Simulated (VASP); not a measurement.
**ZnS: single point with LDA**

ZnS:

```
Zn S
1.0
     0.00000    2.66548    2.66548
     2.66548    0.00000    2.66548
     2.66548    2.66548    0.00000
Zn S
1 1
Direct
  0.75000 0.75000 0.75000
  0.00000 0.00000 0.00000
```

This cell differs from its parent crystal: volume scaled by 0.96.

* Program: VASP 6.6.1
* Task: single point
* Functional: LDA
* Potentials or basis: VASP PAW LDA potentials, release 64 (Zn, S)
* Cutoff: 520 eV
* k mesh: 9 × 9 × 9
* Occupations: fermi-dirac, width 0.05 eV
* Spin: no spin polarisation

| Property | Result |
| --- | --- |
| Pressure | -1.4 GPa |
| Band gap on the k mesh | 2.07 eV, direct |

Levels at points of the mesh, in eV from the valence-band top:
```tsv
k point	band 6	band 7	band 8	band 9	band 10	band 11	band 12	band 13
(0.00, 0.00, 0.00)	-6.14	0.00	0.00	0.00	2.07	6.23	6.23	6.23
```

Wall time 7.2 s on 1 thread of Intel(R) Xeon(R) 6975P-C (Granite Rapids), on a shared host, peak memory 0.14 GiB.
